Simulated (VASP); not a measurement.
# CdH2O2 (P-3m1) in VASP: notebook, part 2 of 2

VASP 6.6.1. The steps go on from the part before.

### Step 3. Single point, PBEsol+D3(BJ)

This run uses another cell than the first one, of 10.47 Å³/atom.

Contents of INCAR:

```
ALGO = Normal
EDIFF = 1E-6
ENCUT = 520
GGA = PS
ISIF = 2
ISMEAR = 0
IVDW = 12
LASPH = T
LCHARG = F
LREAL = F
LWAVE = F
NBANDS = 21
NELM = 80
PREC = Accurate
SIGMA = 0.01
```

Contents of KPOINTS:

```
k-points
0
Gamma
  6 6 4
```

Contents of POSCAR:

```
CdH2O2
1.0
    3.5769449545      0.0000000000      0.0000000000
   -1.7884724773      3.0977253780      0.0000000000
    0.0000000000      0.0000000000      4.7240954292
Cd H O
1 2 2
Direct
    0.0000000000      0.0000000000      0.0000000000
    0.6666666667      0.3333333333      0.5509610000
    0.3333333333      0.6666666667      0.4490390000
    0.6666666667      0.3333333333      0.7593720000
    0.3333333333      0.6666666667      0.2406280000
```

Potentials or basis: VASP PAW PBE potentials, release 64 (Cd, H, O).

On the command line:

```sh
$ cat potpaw_PBE.64/Cd/POTCAR potpaw_PBE.64/H/POTCAR potpaw_PBE.64/O/POTCAR > POTCAR
$ mpirun -np 1 vasp_std > vasp.out
```

OUTCAR:

```text
EDIFF = 1E-6
   ENCUT = 520
   GGA = PS
   ISIF = 2
   ISMEAR = 0
   IVDW = 12
   LASPH = T
   LREAL = F
   NELM = 80
   PREC = Accurate
 IVDW          = 12

 ion  position               nearest neighbor table
   1  0.000  0.000  0.000-   4 2.36   5 2.36   4 2.36   5 2.36   4 2.36   5 2.36
   2  0.667  0.333  0.551-   4 0.98
   3  0.333  0.667  0.449-   5 0.98
   4  0.667  0.333  0.759-   2 0.98   1 2.36   1 2.36   1 2.36
   5  0.333  0.667  0.241-   3 0.98   1 2.36   1 2.36   1 2.36

  LATTYP: Found a hexagonal cell.
 ALAT       =     3.5769449545
 C/A-ratio  =     1.3207067733

  Lattice vectors:

 A1 = (   3.5769449545,   0.0000000000,   0.0000000000)
 A2 = (  -1.7884724773,   3.0977253780,   0.0000000000)
 A3 = (   0.0000000000,   0.0000000000,   4.7240954292)

Analysis of symmetry for initial positions (statically):
=====================================================================
 Subroutine PRICEL returns:
[... 173 lines left out ...]
  free energy    TOTEN  =       -23.43080520 eV

  energy without entropy =      -23.43080520  energy(sigma->0) =      -23.43080520

 E-fermi :  -0.3615     XC(G=0):  -9.9657

 val. band max:       -0.4943947927   @ k =   0.5000   0.0000   0.0000
 cond. band min:       0.9711874930   @ k =   0.0000   0.0000   0.0000
 fundamental gap:      1.4655822857
 Fermi energy:        -0.3614852097

 k-point     1 :       0.0000    0.0000    0.0000
  band No.  band energies     occupation
      1     -18.6462      2.00000
      2     -17.7347      2.00000
      3      -7.8057      2.00000
      4      -6.7834      2.00000
      5      -6.7834      2.00000
      6      -6.1592      2.00000
[... 565 lines left out ...]
     20      15.4135      0.00000
     21      16.0868      0.00000

------------------------ aborting loop because EDIFF is reached ----------------------------------------

 Edisp (eV)   -0.47467

 E8    (eV) :    -0.2650

  FORCE on cell =-STRESS in cart. coord.  units (eV):
  Direction    XX          YY          ZZ          XY          YZ          ZX
  --------------------------------------------------------------------------------------
  -------------------------------------------------------------------------------------
  Total      -2.14681    -2.14681    -2.22792     0.00000     0.00000    -0.00000
  in kB     -65.70984   -65.70984   -68.19235     0.00000     0.00000    -0.00000
  external pressure =      -66.54 kB  Pullay stress =        0.00 kB

 VOLUME and BASIS-vectors are now :
 -----------------------------------------------------------------------------
  energy-cutoff  :      520.00
  volume of cell :       52.34
      direct lattice vectors                 reciprocal lattice vectors
     3.576944955  0.000000000  0.000000000     0.279568183  0.161408756  0.000000000
    -1.788472477  3.097725378  0.000000000     0.000000000  0.322817512  0.000000000
     0.000000000  0.000000000  4.724095429     0.000000000  0.000000000  0.211680737

 POSITION                                       TOTAL-FORCE (eV/Angst)
 -----------------------------------------------------------------------------------
      0.00000      0.00000      0.00000         0.000000     -0.000000      0.000000
      1.78847      1.03258      2.60279         0.000000     -0.000000      0.172158
     -0.00000      2.06515      2.12130         0.000000     -0.000000     -0.172158
      1.78847      1.03258      3.58735         0.000000      0.000000      0.232307
     -0.00000      2.06515      1.13675        -0.000000     -0.000000     -0.232307
 -----------------------------------------------------------------------------------
    total drift:                                0.000000     -0.000000      0.000000

  FREE ENERGIE OF THE ION-ELECTRON SYSTEM (eV)
  ---------------------------------------------------
  free  energy   TOTEN  =       -23.9054764566 eV

  energy  without entropy=      -23.9054764566  energy(sigma->0) =      -23.90547646
```

Run time: 39 s. Hardware: 1 thread of AMD EPYC 7R13, shared host; peak memory 0.17 GiB.

What came out:

```
Free energy                : -23.9055 eV
Pressure                   : -6.7 GPa
Largest force              : 0.232 eV/Å
Band gap on the k mesh     : 1.47 eV (least direct gap 1.80 eV)
Dispersion energy per atom : -0.095 eV
```

Forces on the atoms (eV/Å):
```
Cd   0.000  0.000  0.000
H    0.000  0.000  0.172
H    0.000  0.000 -0.172
O    0.000  0.000  0.232
O    0.000  0.000 -0.232
```

Caveat: the cell stands under tension; the PAW data sets were made with another functional, which shifts forces and pressure a little.

### Step 4. Single point, PBEsol+D3(BJ)

This run uses another cell than the first one, of 10.73 Å³/atom.

Contents of INCAR:

```
SYSTEM = CdH2O2
  PREC = Accurate
  ENCUT = 520
  EDIFF = 1E-7
  ISMEAR = 0
  SIGMA = 0.01
  LREAL = .False.
  LASPH = .True.
  NELM = 80
  ALGO = Normal
  ISIF = 2
  LWAVE = .False.
  LCHARG = .True.
  GGA = PS
  IVDW = 12
  LELF = .True.
  LVHAR = .True.
  NBANDS = 21
```

Contents of KPOINTS:

```
regular mesh
0
Gamma
  6 6 4
  0 0 0
```

POSCAR: that of step 3 with these lines changed.

```diff
@@ -2,5 +2,5 @@
 1.0
-    3.5769449545      0.0000000000      0.0000000000
-   -1.7884724773      3.0977253780      0.0000000000
-    0.0000000000      0.0000000000      4.7240954292
+    3.6068789399      0.0000000000      0.0000000000
+   -1.8034394700      3.1236489713      0.0000000000
+    0.0000000000      0.0000000000      4.7636294466
 Cd H O
```

Potentials or basis: VASP PAW PBE potentials, release 64 (Cd, H, O).

On the command line:

```sh
$ cat potpaw_PBE.64/Cd/POTCAR potpaw_PBE.64/H/POTCAR potpaw_PBE.64/O/POTCAR > POTCAR
$ mpirun -np 1 vasp_std > vasp.out
```

OUTCAR:

```text
SYSTEM = CdH2O2
   PREC = Accurate
   ENCUT = 520
   EDIFF = 1E-7
   ISMEAR = 0
   LREAL = .False.
   LASPH = .True.
   NELM = 80
   ISIF = 2
   GGA = PS
   IVDW = 12
 IVDW          = 12

 ion  position               nearest neighbor table
   1  0.000  0.000  0.000-   4 2.38   5 2.38   4 2.38   5 2.38   4 2.38   5 2.38
   2  0.667  0.333  0.551-   4 0.99
   3  0.333  0.667  0.449-   5 0.99
   4  0.667  0.333  0.759-   2 0.99   1 2.38   1 2.38   1 2.38
   5  0.333  0.667  0.241-   3 0.99   1 2.38   1 2.38   1 2.38

  LATTYP: Found a hexagonal cell.
 ALAT       =     3.6068789399
 C/A-ratio  =     1.3207067734

  Lattice vectors:

 A1 = (   3.6068789399,   0.0000000000,   0.0000000000)
 A2 = (  -1.8034394700,   3.1236489713,   0.0000000000)
 A3 = (   0.0000000000,   0.0000000000,   4.7636294466)

Analysis of symmetry for initial positions (statically):
=====================================================================
 Subroutine PRICEL returns:
 Original cell was already a primitive cell.

 Routine SETGRP: Setting up the symmetry group for a
 hexagonal supercell.

 Subroutine GETGRP returns: Found 12 space group operations
 (whereof 12 operations were pure point group operations)
 out of a pool of 24 trial point group operations.

The static configuration has the point symmetry D_3d.

Analysis of symmetry for dynamics (positions and initial velocities):
=====================================================================
 Subroutine PRICEL returns:
 Original cell was already a primitive cell.

 Routine SETGRP: Setting up the symmetry group for a
 hexagonal supercell.

 Subroutine GETGRP returns: Found 12 space group operations
 (whereof 12 operations were pure point group operations)
[... 123 lines left out ...]
   EFERMI_NEDOS =   21; number of points for ismear=-14 and -15
   IALGO  =     38    algorithm
   IMIX   =      4    mixing-type and parameters
     AMIX     =   0.40;   BMIX     =  1.00
     AMIX_MAG =   1.60;   BMIX_MAG =  1.00
  volume/ion in A,a.u.               =      10.73        72.44
  Fermi-wavevector in a.u.,A,eV,Ry     =   1.285747  2.429709 22.492391  1.653144
  Thomas-Fermi vector in A             =   2.417862
   LORBIT       =      0    0 simple, 1 ext, 2 COOP (PROOUT), +10 PAW based schemes
   GGA     = PS    functional components
   LHFCALC =     F    Hartree Fock is set to
   AEXX    =    0.0000 exact exchange contribution
   IVDW    =    12    specifies the selected vdW correction
   LEPSILON=     F    determine dielectric tensor
   LRPA    =     F    only Hartree local field effects (RPA)
 non-spin polarized calculation
 Gauss-broadening in eV      SIGMA  =   0.01
  energy-cutoff  :      520.00
  volume of cell :       53.67
 maximum number of plane-waves:      1470
 NGX is ok and might be reduce to    28
   NGX = 13   NGY = 13   NGZ = 17

 number of electron      26.0000014 magnetization

 Free energy of the ion-electron system (eV)
  ---------------------------------------------------
  ext. energy  EPLUGINS =         0.00000000
  ---------------------------------------------------
  free energy    TOTEN  =       -23.38109475 eV

  energy without entropy =      -23.38109475  energy(sigma->0) =      -23.38109475

 E-fermi :  -0.5383     XC(G=0):  -9.8451

 val. band max:       -0.6642690227   @ k =   0.5000   0.0000   0.0000
 cond. band min:       0.7346956400   @ k =   0.0000   0.0000   0.0000
 fundamental gap:      1.3989646627
 Fermi energy:        -0.5382960038

 k-point     1 :       0.0000    0.0000    0.0000
  band No.  band energies     occupation
      1     -18.6549      2.00000
      2     -17.7950      2.00000
      3      -7.8392      2.00000
      4      -6.9175      2.00000
      5      -6.9175      2.00000
      6      -6.3482      2.00000
[... 565 lines left out ...]
     20      15.0353      0.00000
     21      15.7334      0.00000

------------------------ aborting loop because EDIFF is reached ----------------------------------------

 Edisp (eV)   -0.46257

 E8    (eV) :    -0.2581

  FORCE on cell =-STRESS in cart. coord.  units (eV):
  Direction    XX          YY          ZZ          XY          YZ          ZX
  --------------------------------------------------------------------------------------
  -------------------------------------------------------------------------------------
  Total      -2.72525    -2.72525    -3.33980     0.00000     0.00000     0.00000
  in kB     -81.35509   -81.35510   -99.70109     0.00000     0.00000     0.00000
  external pressure =      -87.47 kB  Pullay stress =        0.00 kB

 VOLUME and BASIS-vectors are now :
 -----------------------------------------------------------------------------
  energy-cutoff  :      520.00
  volume of cell :       53.67
      direct lattice vectors                 reciprocal lattice vectors
     3.606878940  0.000000000  0.000000000     0.277248008  0.160069203  0.000000000
    -1.803439470  3.123648971  0.000000000     0.000000000  0.320138405  0.000000000
     0.000000000  0.000000000  4.763629447     0.000000000  0.000000000  0.209923969

 POSITION                                       TOTAL-FORCE (eV/Angst)
 -----------------------------------------------------------------------------------
      0.00000      0.00000      0.00000         0.000000      0.000000      0.000000
      1.80344      1.04122      2.62457         0.000000      0.000000      0.526683
     -0.00000      2.08243      2.13906         0.000000      0.000000     -0.526683
      1.80344      1.04122      3.61737         0.000000      0.000000      0.011317
     -0.00000      2.08243      1.14626        -0.000000      0.000000     -0.011317
 -----------------------------------------------------------------------------------
    total drift:                                0.000000     -0.000000      0.000000

  FREE ENERGIE OF THE ION-ELECTRON SYSTEM (eV)
  ---------------------------------------------------
  free  energy   TOTEN  =       -23.8436632008 eV

  energy  without entropy=      -23.8436632008  energy(sigma->0) =      -23.84366320
```

OSZICAR:

```text
N       E                     dE             d eps       ncg     rms          rms(c)
DAV:   1     0.173569461597E+03    0.17357E+03   -0.14314E+04  1016   0.119E+03
DAV:   2    -0.162313914232E+02   -0.18980E+03   -0.18066E+03  1164   0.304E+02
DAV:   3    -0.264932242934E+02   -0.10262E+02   -0.10211E+02  1167   0.751E+01
DAV:   4    -0.265527876884E+02   -0.59563E-01   -0.59555E-01  1073   0.605E+00
DAV:   5    -0.265530269862E+02   -0.23930E-03   -0.23930E-03  1128   0.360E-01    0.116E+01
DAV:   6    -0.233766032850E+02    0.31764E+01   -0.92841E+00  1233   0.423E+01    0.781E+00
DAV:   7    -0.234240213593E+02   -0.47418E-01   -0.14048E+00  1043   0.936E+00    0.444E+00
DAV:   8    -0.233959186026E+02    0.28103E-01   -0.27034E-01  1083   0.384E+00    0.101E+00
DAV:   9    -0.233808499538E+02    0.15069E-01   -0.55981E-02  1124   0.181E+00    0.223E-01
DAV:  10    -0.233809870282E+02   -0.13707E-03   -0.91617E-03  1078   0.944E-01    0.122E-01
DAV:  11    -0.233810759673E+02   -0.88939E-04   -0.56555E-04  1058   0.307E-01    0.653E-02
DAV:  12    -0.233810887009E+02   -0.12734E-04   -0.25408E-04  1048   0.121E-01    0.227E-02
DAV:  13    -0.233810940229E+02   -0.53220E-05   -0.13527E-05  1068   0.305E-02    0.976E-03
DAV:  14    -0.233810947732E+02   -0.75033E-06   -0.33301E-06  1078   0.143E-02    0.268E-03
DAV:  15    -0.233810947472E+02    0.26017E-07   -0.22601E-07   967   0.387E-03
   1 F= -.23843663E+02 E0= -.23843663E+02  d E =-.141618E-72
```

Run time: 36 s. Hardware: 1 thread of AMD EPYC 7R13, shared host; peak memory 0.17 GiB.

What came out:

| Property | Result |
| --- | --- |
| Free energy | -23.8437 eV |
| Pressure | -8.7 GPa |
| Largest force | 0.527 eV/Å |
| Band gap on the k mesh | 1.40 eV (least direct gap 1.73 eV) |
| Dispersion energy per atom | -0.093 eV |

Forces on the atoms (eV/Å):
```
Cd   0.000  0.000  0.000
H    0.000  0.000  0.527
H    0.000  0.000 -0.527
O    0.000  0.000  0.011
O    0.000  0.000 -0.011
```

Levels at points of the mesh, in eV from the valence-band top:
| k point | band 9 | band 10 | band 11 | band 12 | band 13 | band 14 | band 15 | band 16 | band 17 | band 18 |
| --- | --- | --- | --- | --- | --- | --- | --- | --- | --- | --- |
| (0.00, 0.00, 0.00) | -3.94 | -0.85 | -0.85 | -0.33 | -0.33 | 1.40 | 6.11 | 9.41 | 12.35 | 12.35 |
| (0.50, 0.00, 0.00) | -3.48 | -2.92 | -2.14 | -1.91 | 0.00 | 5.98 | 6.13 | 8.54 | 10.18 | 10.62 |
| (0.00, 0.00, 0.50) | -4.84 | -1.07 | -1.07 | -0.08 | -0.08 | 3.83 | 4.21 | 10.63 | 10.85 | 12.29 |
| (0.50, 0.00, 0.50) | -4.04 | -2.09 | -1.99 | -1.49 | -0.44 | 5.52 | 6.78 | 8.61 | 8.98 | 10.00 |

Caveat: the cell stands under tension; the PAW data sets were made with another functional, which shifts forces and pressure a little.

### Step 5. Summary

| cell | gap on the mesh (eV) | pressure (GPa) | largest force (eV/Å) |
| --- | --- | --- | --- |
| a = 3.547, b = 3.547, c = 4.684 Å, angles 90.0, 90.0, 120.0°, 5 atoms | 1.53 | -4.2 | 0.47 |
| a = 3.577, b = 3.577, c = 4.724 Å, angles 90.0, 90.0, 120.0°, 5 atoms | 1.47 | -6.7 | 0.23 |
| a = 3.607, b = 3.607, c = 4.764 Å, angles 90.0, 90.0, 120.0°, 5 atoms | 1.40 | -8.7 | 0.53 |

Alike in all rows: task single point; level PBEsol+D3(BJ); potentials or basis VASP PAW PBE potentials, release 64 (Cd, H, O); no spin polarisation; k mesh 6 × 6 × 4; cutoff (eV) 520; smearing gaussian 0.01 eV.

Caveats: the cell stands under tension; the PAW data sets were made with another functional, which shifts forces and pressure a little.

Total energies depend on the potentials used, so only differences within one code and one set of settings carry meaning.
